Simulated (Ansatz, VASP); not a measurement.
Two plane-wave programs on CaSe

```
CELL_PARAMETERS angstrom
0.00000 3.22743 3.22743
3.22743 0.00000 3.22743
3.22743 3.22743 0.00000
ATOMIC_POSITIONS crystal
Ca 0.00000 0.00000 0.00000
Se 0.25000 0.25000 0.25000
```

Alike in both runs: task single point; functional PBE; k mesh 6 × 6 × 6; no spin polarisation.

|  | VASP | Ansatz |
| --- | --- | --- |
| version | VASP 6.6.1 | Ansatz 0.2.0 |
| potentials or method | VASP PAW PBE potentials, release 64 (Ca_sv, Se) | plane waves, PAW |
| plane-wave cutoff (eV) | 520 | 420 |
| occupations | gaussian, width 0.01 eV | fixed |
| valence electrons in the cell | 16 | 26 |

```csv
,VASP,Ansatz,Ansatz less VASP
gap on the k mesh at the Fermi level (eV),3.35,3.35,+0.002
pressure (GPa),2.4,2.3,-0.13
```

VASP's potentials hold 16 valence electrons a cell and Ansatz's 26, so a difference there can come from the potentials and not from the codes.
